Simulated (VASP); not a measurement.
# Ba2C (Fm-3m) in VASP: notebook

The runs below take Ba2C through single point, with PBE, r2SCAN.

Everything below comes from runs of VASP 6.6.1. Logs are shortened: lines on timing, memory, paths and dates and some standing lists are left out, and cuts for length are marked.

## 1. The cell of the first run

Symmetry: Fm-3m, No. 225, cubic system. The conventional cell has a = 7.103 Å, b = 7.103 Å, c = 7.103 Å, α = 90.00°, β = 90.00°, γ = 90.00°. Within 4.0 Å of C (site symmetry m-3m) lie 8 Ba at 3.08 Å. Ba (site symmetry -43m) has 4 C at 3.08 Å and 6 Ba at 3.55 Å within 4.0 Å.

## 2. Single point, PBE (volume changed by +3%)

INCAR

```
SYSTEM = Ba2C
PREC = Accurate
ENCUT = 520
EDIFF = 1E-7
ISMEAR = -1
SIGMA = 0.02
LREAL = .False.
LASPH = .True.
NELM = 100
ALGO = Normal
ISIF = 2
LWAVE = .False.
LCHARG = .True.
GGA = PE
LELF = .True.
LVHAR = .True.
NBANDS = 19
```

KPOINTS

```
regular mesh
0
Gamma
  6 6 6
  0 0 0
```

POSCAR

```
Ba2C
1.0
    0.0000000000      3.5515068259      3.5515068259
    3.5515068259      0.0000000000      3.5515068259
    3.5515068259      3.5515068259      0.0000000000
C Ba
1 2
Direct
    0.0000000000      0.0000000000      0.0000000000
    0.2500000000      0.2500000000      0.2500000000
    0.7500000000      0.7500000000      0.7500000000
```

Potentials or basis: VASP PAW PBE potentials, release 64 (C, Ba_sv).

Command:

```
$ cat potpaw_PBE.64/C/POTCAR potpaw_PBE.64/Ba_sv/POTCAR > POTCAR
$ mpirun -np 1 vasp_std > vasp.out
```

OUTCAR:

```text
SYSTEM = Ba2C
   PREC = Accurate
   ENCUT = 520
   EDIFF = 1E-7
   ISMEAR = -1
   LREAL = .False.
   LASPH = .True.
   NELM = 100
   ISIF = 2
   GGA = PE

 ion  position               nearest neighbor table
   1  0.000  0.000  0.000-   3 3.08   3 3.08   3 3.08   2 3.08   2 3.08   2 3.08   3 3.08   2 3.08

   2  0.250  0.250  0.250-   1 3.08   1 3.08   1 3.08   1 3.08   3 3.55   3 3.55   3 3.55   3 3.55
                             3 3.55   3 3.55
   3  0.750  0.750  0.750-   1 3.08   1 3.08   1 3.08   1 3.08   2 3.55   2 3.55   2 3.55   2 3.55
                             2 3.55   2 3.55

  LATTYP: Found a face centered cubic cell.
 ALAT       =     7.1030136518

  Lattice vectors:

 A1 = (   0.0000000000,   3.5515068259,   3.5515068259)
 A2 = (   3.5515068259,   0.0000000000,   3.5515068259)
 A3 = (   3.5515068259,   3.5515068259,   0.0000000000)

Analysis of symmetry for initial positions (statically):
=====================================================================
 Subroutine PRICEL returns:
 Original cell was already a primitive cell.

 Routine SETGRP: Setting up the symmetry group for a
 face centered cubic supercell.

 Subroutine GETGRP returns: Found 48 space group operations
 (whereof 48 operations were pure point group operations)
 out of a pool of 48 trial point group operations.

The static configuration has the point symmetry O_h .

Analysis of symmetry for dynamics (positions and initial velocities):
=====================================================================
 Subroutine PRICEL returns:
 Original cell was already a primitive cell.

 Routine SETGRP: Setting up the symmetry group for a
 face centered cubic supercell.

 Subroutine GETGRP returns: Found 48 space group operations
 (whereof 48 operations were pure point group operations)
 out of a pool of 48 trial point group operations.

The dynamic configuration has the point symmetry O_h .

 Subroutine INISYM returns: Found 48 space group operations
 (whereof 48 operations are pure point group operations),
 and found     1 'primitive' translations

----------------------------------------------------------------------------------------

                                     Primitive cell

  volume of cell :      89.5917

  direct lattice vectors                    reciprocal lattice vectors
     0.000000000  3.551506826  3.551506826    -0.140785313  0.140785313  0.140785313
     3.551506826  0.000000000  3.551506826     0.140785313 -0.140785313  0.140785313
     3.551506826  3.551506826  0.000000000     0.140785313  0.140785313 -0.140785313

  length of vectors
     5.022589120  5.022589120  5.022589120     0.243847315  0.243847315  0.243847315

  position of ions in fractional coordinates (direct lattice)
     0.000000000  0.000000000  0.000000000
     0.250000000  0.250000000  0.250000000
     0.750000000  0.750000000  0.750000000

  ion indices of the primitive-cell ions
   primitive index   ion index
                 1           1
                 2           2
                 3           3

----------------------------------------------------------------------------------------

 KPOINTS: regular mesh

Automatic generation of k-mesh.
 Grid dimensions read from file:
 generate k-points for:    6    6    6

 Generating k-lattice:

  Cartesian coordinates                     Fractional coordinates (reciprocal lattice)
    -0.023464219  0.023464219  0.023464219     0.166666667  0.000000000  0.000000000
     0.023464219 -0.023464219  0.023464219     0.000000000  0.166666667  0.000000000
     0.023464219  0.023464219 -0.023464219     0.000000000  0.000000000  0.166666667

  Length of vectors
     0.040641219  0.040641219  0.040641219

  Shift w.r.t. Gamma in fractional coordinates (k-lattice)
     0.000000000  0.000000000  0.000000000

 Subroutine IBZKPT returns following result:
 ===========================================

 Found     16 irreducible k-points:

 Following reciprocal coordinates:
            Coordinates               Weight
  0.000000  0.000000  0.000000      1.000000
  0.166667  0.000000  0.000000      8.000000
  0.333333  0.000000  0.000000      8.000000
  0.500000  0.000000  0.000000      4.000000
  0.166667  0.166667  0.000000      6.000000
  0.333333  0.166667  0.000000     24.000000
[... 8 lines left out ...]
 -0.333333  0.333333  0.166667     24.000000
 -0.333333  0.500000  0.166667     12.000000
   k-points           NKPTS =     16   k-points in BZ     NKDIM =     16   number of bands    NBANDS=     19
   number of dos      NEDOS =    301   number of ions     NIONS =      3
   total plane-waves  NPLWV =  64000
   dimension x,y,z NGX =    40 NGY =   40 NGZ =   40
   dimension x,y,z NGXF=    80 NGYF=   80 NGZF=   80
   ions per type =               1   2
   NGX,Y,Z   is equivalent  to a cutoff of  13.24, 13.24, 13.24 a.u.
   NGXF,Y,Z  is equivalent  to a cutoff of  26.48, 26.48, 26.48 a.u.
 SYSTEM =  Ba2C
   PREC   = accura    normal or accurate (medium, high low for compatibility)
   ISTART =      0    job   : 0-new  1-cont  2-samecut
   ICHARG =      2    charge: 1-file 2-atom 10-const
   ISPIN  =      1    spin polarized calculation?
   LNONCOLLINEAR =      F non collinear calculations
   LSORBIT =      F    spin-orbit coupling
   LASPH  =      T    aspherical Exc in radial PAW
   ENCUT  =  520.0 eV  38.22 Ry    6.18 a.u.   9.34  9.34  9.34*2*pi/ulx,y,z
   NELM   =    100;   NELMIN=  2; NELMDL= -5     # of ELM steps
   EDIFF  = 0.1E-06   stopping-criterion for ELM
   LREAL  =      F    real-space projection
   EDIFFG = 0.1E-05   stopping-criterion for IOM
   NSW    =      0    number of steps for IOM
   IBRION =     -1    ionic relax: 0-MD 1-quasi-New 2-CG
   NFREE  =      0    steps in history (QN), initial steepest desc. (CG)
   ISIF   =      2    stress and relaxation
   ISYM   =      2    0-nonsym 1-usesym 2-fastsym
   POTIM  = 0.5000    time-step for ionic-motion
   TEBEG  =    0.0;   TEEND  =   0.0 temperature during run
   PSTRESS=    0.0 pullay stress
   NELECT =      24.0000    total number of electrons
   NUPDOWN=      -1.0000    fix difference up-down
   EMIN   =  10.00;   EMAX   =-10.00  energy-range for DOS
   EFERMI =   0.00;   METHOD = LEGACY
   ISMEAR =    -1;   SIGMA  =   0.02  broadening in eV -4-tet -1-fermi 0-gaus
   EFERMI_NEDOS =   21; number of points for ismear=-14 and -15
   IALGO  =     38    algorithm
   IMIX   =      4    mixing-type and parameters
     AMIX     =   0.40;   BMIX     =  1.00
     AMIX_MAG =   1.60;   BMIX_MAG =  1.00
  volume/ion in A,a.u.               =      29.86       201.53
  Fermi-wavevector in a.u.,A,eV,Ry     =   1.055332  1.994289 15.153168  1.113726
  Thomas-Fermi vector in A             =   2.190527
   LORBIT       =      0    0 simple, 1 ext, 2 COOP (PROOUT), +10 PAW based schemes
   GGA     = PE    functional components
   LHFCALC =     F    Hartree Fock is set to
   AEXX    =    0.0000 exact exchange contribution
   IVDW    =     0    specifies the selected vdW correction
   LEPSILON=     F    determine dielectric tensor
   LRPA    =     F    only Hartree local field effects (RPA)
 non-spin polarized calculation
  energy-cutoff  :      520.00
  volume of cell :       89.59
 maximum number of plane-waves:      2450
 NGX is ok and might be reduce to    40
   NGX = 19   NGY = 19   NGZ = 19

 number of electron      24.0000001 magnetization

 Free energy of the ion-electron system (eV)
  ---------------------------------------------------
  ext. energy  EPLUGINS =         0.00000000
  ---------------------------------------------------
  free energy    TOTEN  =       -10.80649665 eV

  energy without entropy =      -10.80500003  energy(sigma->0) =      -10.80574834

 E-fermi :   3.0919     XC(G=0):  -9.1030

 val. band max:        2.9922384558   @ k =   0.5000   0.3333   0.0000
 cond. band min:       3.1127522196   @ k =  -0.3333   0.3333   0.0000
 fundamental gap:      0.1205137638
 Fermi energy:         3.0919102927

 k-point     1 :       0.0000    0.0000    0.0000
  band No.  band energies     occupation
      1     -25.1729      2.00000
      2     -24.6130      2.00000
      3     -10.6837      2.00000
      4     -10.6837      2.00000
      5     -10.6837      2.00000
      6      -9.5671      2.00000
[... 11 lines left out ...]
     18       7.4955      0.00000
     19      10.2248      0.00000

 k-point     2 :       0.1667    0.0000    0.0000
  band No.  band energies     occupation
      1     -25.1350      2.00000
      2     -24.6501      2.00000
      3     -10.6536      2.00000
      4     -10.6284      2.00000
      5     -10.6284      2.00000
      6      -9.7359      2.00000
[... 11 lines left out ...]
     18       7.3281      0.00000
     19       9.9767      0.00000

 k-point     3 :       0.3333    0.0000    0.0000
  band No.  band energies     occupation
      1     -25.0318      2.00000
      2     -24.7517      2.00000
      3     -10.5626      2.00000
      4     -10.4654      2.00000
      5     -10.4654      2.00000
      6     -10.0730      2.00000
[... 11 lines left out ...]
     18       6.7658      0.00000
     19       8.7095      0.00000

 k-point     4 :       0.5000    0.0000    0.0000
  band No.  band energies     occupation
      1     -24.8916      2.00000
      2     -24.8912      2.00000
      3     -10.4389      2.00000
      4     -10.3076      2.00000
      5     -10.2227      2.00000
      6     -10.2227      2.00000
[... 231 lines left out ...]
     18       7.5375      0.00000
     19       7.9597      0.00000

 k-point    15 :      -0.3333    0.3333    0.1667
  band No.  band energies     occupation
      1     -24.8873      2.00000
      2     -24.8872      2.00000
      3     -11.1068      2.00000
      4     -10.9963      2.00000
      5     -10.2449      2.00000
      6     -10.2399      2.00000
[... 11 lines left out ...]
     18       7.2413      0.00000
     19       8.0602      0.00000

 k-point    16 :      -0.3333    0.5000    0.1667
  band No.  band energies     occupation
      1     -24.9319      2.00000
      2     -24.8389      2.00000
      3     -11.2741      2.00000
      4     -11.0549      2.00000
      5     -10.6123      2.00000
      6      -9.8278      2.00000
[... 11 lines left out ...]
     18       7.2190      0.00000
     19       8.0909      0.00000

------------------------ aborting loop because EDIFF is reached ----------------------------------------

  FORCE on cell =-STRESS in cart. coord.  units (eV):
  Direction    XX          YY          ZZ          XY          YZ          ZX
  --------------------------------------------------------------------------------------
  -------------------------------------------------------------------------------------
  Total        0.1002247      0.1002247      0.1002247      0.0000000      0.0000000     -0.0000000
  in kB        1.7923272      1.7923272      1.7923272      0.0000000      0.0000000     -0.0000000
  external PRESSURE =       1.7923272 kB  Pullay stress =       0.0000000 kB

 VOLUME and BASIS-vectors are now :
 -----------------------------------------------------------------------------
  energy-cutoff  :      520.00
  volume of cell :       89.59
      direct lattice vectors                 reciprocal lattice vectors
     0.000000000  3.551506826  3.551506826    -0.140785313  0.140785313  0.140785313
     3.551506826  0.000000000  3.551506826     0.140785313 -0.140785313  0.140785313
     3.551506826  3.551506826  0.000000000     0.140785313  0.140785313 -0.140785313

 POSITION                                       TOTAL-FORCE (eV/Angst)
 -----------------------------------------------------------------------------------
      0.00000      0.00000      0.00000         0.000000      0.000000      0.000000
      1.77575      1.77575      1.77575         0.000000      0.000000     -0.000000
      5.32726      5.32726      5.32726        -0.000000     -0.000000     -0.000000
 -----------------------------------------------------------------------------------
    total drift:                                0.000000     -0.000000      0.000000

  FREE ENERGIE OF THE ION-ELECTRON SYSTEM (eV)
  ---------------------------------------------------
  free  energy   TOTEN  =       -10.8064966540 eV

  energy  without entropy=      -10.8050000344  energy(sigma->0) =      -10.80574834
```

Wall time 28 s (1 thread of Intel Xeon Platinum 8375C at 2.90GHz (Ice Lake), shared host); peak memory 0.24 GiB.

What came out:

| Property | Result |
| --- | --- |
| Free energy | -10.8065 eV |
| Pressure | 0.2 GPa |
| Band gap on the k mesh | zero (band 12 reaches 3.21 eV, above the bottom of band 13 at 3.11 eV) |

Caveat: spin-orbit coupling is left out, which moves the levels of the heavy elements.

## 3. Single point, PBE (volume changed by +6%)

INCAR

```
SYSTEM = Ba2C
PREC = Accurate
ENCUT = 520
EDIFF = 1E-7
ISMEAR = -1
SIGMA = 0.02
LREAL = .FALSE.
LASPH = .TRUE.
NELM = 100
ALGO = Normal
ISIF = 2
LWAVE = .FALSE.
LCHARG = .FALSE.
GGA = PE
NBANDS = 19
```

KPOINTS

```
regular mesh
0
G
  6 6 6
  0 0 0
```

POSCAR

```
Ba2C
1.0
    0.0000000000      3.5856580251      3.5856580251
    3.5856580251      0.0000000000      3.5856580251
    3.5856580251      3.5856580251      0.0000000000
C Ba
1 2
Direct
    0.0000000000      0.0000000000      0.0000000000
    0.2500000000      0.2500000000      0.2500000000
    0.7500000000      0.7500000000      0.7500000000
```

Potentials or basis: VASP PAW PBE potentials, release 64 (C, Ba_sv).

Command:

```
$ cat potpaw_PBE.64/C/POTCAR potpaw_PBE.64/Ba_sv/POTCAR > POTCAR
$ mpirun -np 1 vasp_std > vasp.out
```

OUTCAR:

```text
SYSTEM = Ba2C
   PREC = Accurate
   ENCUT = 520
   EDIFF = 1E-7
   ISMEAR = -1
   LREAL = .FALSE.
   LASPH = .TRUE.
   NELM = 100
   ISIF = 2
   GGA = PE

 ion  position               nearest neighbor table
   1  0.000  0.000  0.000-   3 3.11   3 3.11   3 3.11   2 3.11   3 3.11   2 3.11   2 3.11   2 3.11

   2  0.250  0.250  0.250-   1 3.11   1 3.11   1 3.11   1 3.11   3 3.59   3 3.59   3 3.59   3 3.59
                             3 3.59   3 3.59
   3  0.750  0.750  0.750-   1 3.11   1 3.11   1 3.11   1 3.11   2 3.59   2 3.59   2 3.59   2 3.59
                             2 3.59   2 3.59

  LATTYP: Found a face centered cubic cell.
 ALAT       =     7.1713160502

  Lattice vectors:

 A1 = (   0.0000000000,   3.5856580251,   3.5856580251)
 A2 = (   3.5856580251,   0.0000000000,   3.5856580251)
 A3 = (   3.5856580251,   3.5856580251,   0.0000000000)

Analysis of symmetry for initial positions (statically):
=====================================================================
 Subroutine PRICEL returns:
 Original cell was already a primitive cell.

 Routine SETGRP: Setting up the symmetry group for a
 face centered cubic supercell.

[... 157 lines left out ...]
  energy without entropy =      -10.80037618  energy(sigma->0) =      -10.80116589

 E-fermi :   2.9541     XC(G=0):  -8.9868

 val. band max:        2.8590647825   @ k =   0.5000   0.3333   0.0000
 cond. band min:       2.9642034184   @ k =   0.0000   0.0000   0.0000
 fundamental gap:      0.1051386358
 Fermi energy:         2.9541260035

 k-point     1 :       0.0000    0.0000    0.0000
  band No.  band energies     occupation
      1     -25.3302      2.00000
      2     -24.8238      2.00000
      3     -10.8269      2.00000
      4     -10.8269      2.00000
      5     -10.8269      2.00000
      6      -9.7820      2.00000
[... 329 lines left out ...]
      6     -10.0245      2.00000
[... 11 lines left out ...]
     18       6.9763      0.00000
     19       7.8510      0.00000

------------------------ aborting loop because EDIFF is reached ----------------------------------------

  FORCE on cell =-STRESS in cart. coord.  units (eV):
  Direction    XX          YY          ZZ          XY          YZ          ZX
  --------------------------------------------------------------------------------------
  -------------------------------------------------------------------------------------
  Total       -0.4188932     -0.4188932     -0.4188932      0.0000000      0.0000000     -0.0000000
  in kB       -7.2790937     -7.2790937     -7.2790937      0.0000000      0.0000000     -0.0000000
  external PRESSURE =      -7.2790937 kB  Pullay stress =       0.0000000 kB

 VOLUME and BASIS-vectors are now :
 -----------------------------------------------------------------------------
  energy-cutoff  :      520.00
  volume of cell :       92.20
      direct lattice vectors                 reciprocal lattice vectors
     0.000000000  3.585658025  3.585658025    -0.139444419  0.139444419  0.139444419
     3.585658025  0.000000000  3.585658025     0.139444419 -0.139444419  0.139444419
     3.585658025  3.585658025  0.000000000     0.139444419  0.139444419 -0.139444419

 POSITION                                       TOTAL-FORCE (eV/Angst)
 -----------------------------------------------------------------------------------
      0.00000      0.00000      0.00000         0.000000     -0.000000      0.000000
      1.79283      1.79283      1.79283        -0.000000      0.000000      0.000000
      5.37849      5.37849      5.37849         0.000000      0.000000     -0.000000
 -----------------------------------------------------------------------------------
    total drift:                                0.000000     -0.000000      0.000000

  FREE ENERGIE OF THE ION-ELECTRON SYSTEM (eV)
  ---------------------------------------------------
  free  energy   TOTEN  =       -10.8019555982 eV

  energy  without entropy=      -10.8003761814  energy(sigma->0) =      -10.80116589
```

OSZICAR:

```text
N       E                     dE             d eps       ncg     rms          rms(c)
DAV:   1     0.147706092224E+03    0.14771E+03   -0.10785E+04   608   0.110E+03
DAV:   2    -0.465581492440E+01   -0.15236E+03   -0.14881E+03   834   0.206E+02
DAV:   3    -0.140192737787E+02   -0.93635E+01   -0.93114E+01   817   0.525E+01
DAV:   4    -0.142475243915E+02   -0.22825E+00   -0.22814E+00   916   0.638E+00
DAV:   5    -0.142489013170E+02   -0.13769E-02   -0.13768E-02   820   0.531E-01    0.951E+00
DAV:   6    -0.119419792089E+02    0.23069E+01   -0.48022E+01   734   0.164E+01    0.843E+00
DAV:   7    -0.108675058355E+02    0.10745E+01   -0.69396E+00   709   0.628E+00    0.248E+00
DAV:   8    -0.108113908546E+02    0.56115E-01   -0.36965E-01   668   0.269E+00    0.111E+00
DAV:   9    -0.108013901979E+02    0.10001E-01   -0.58517E-02   704   0.112E+00    0.254E-01
DAV:  10    -0.108022444184E+02   -0.85422E-03   -0.10847E-02   777   0.280E-01    0.124E-01
DAV:  11    -0.108019534877E+02    0.29093E-03   -0.19929E-03   809   0.124E-01    0.244E-02
DAV:  12    -0.108019561615E+02   -0.26738E-05   -0.98015E-05   766   0.333E-02    0.938E-03
DAV:  13    -0.108019566357E+02   -0.47417E-06   -0.48958E-06   750   0.136E-02    0.562E-03
DAV:  14    -0.108019555670E+02    0.10687E-05   -0.60964E-06   703   0.489E-03    0.158E-03
DAV:  15    -0.108019555982E+02   -0.31155E-07   -0.23516E-07   565   0.236E-03
   1 F= -.10801956E+02 E0= -.10801166E+02  d E =-.157942E-02
```

stdout:

```text
POSCAR found type information on POSCAR C Ba
 POSCAR found :  2 types and       3 ions
 scaLAPACK will be used
 LDA part: xc-table for (Slater+PW92), standard interpolation
 POSCAR, INCAR and KPOINTS ok, starting setup
 FFT: planning ... GRIDC
 FFT: planning ... GRID_SOFT
 FFT: planning ... GRID
 WAVECAR not read
 entering main loop
```

Run time: 26 s. Hardware: 1 thread of Intel Xeon Platinum 8375C at 2.90GHz (Ice Lake), shared host; peak memory 0.24 GiB.

What came out:

* Free energy: -10.8020 eV
* Pressure: -0.7 GPa
* Band gap on the k mesh: zero (band 12 reaches 3.07 eV, above the bottom of band 13 at 2.96 eV)

Caveat: spin-orbit coupling is left out, which moves the levels of the heavy elements.

[end of part 1 of 2]
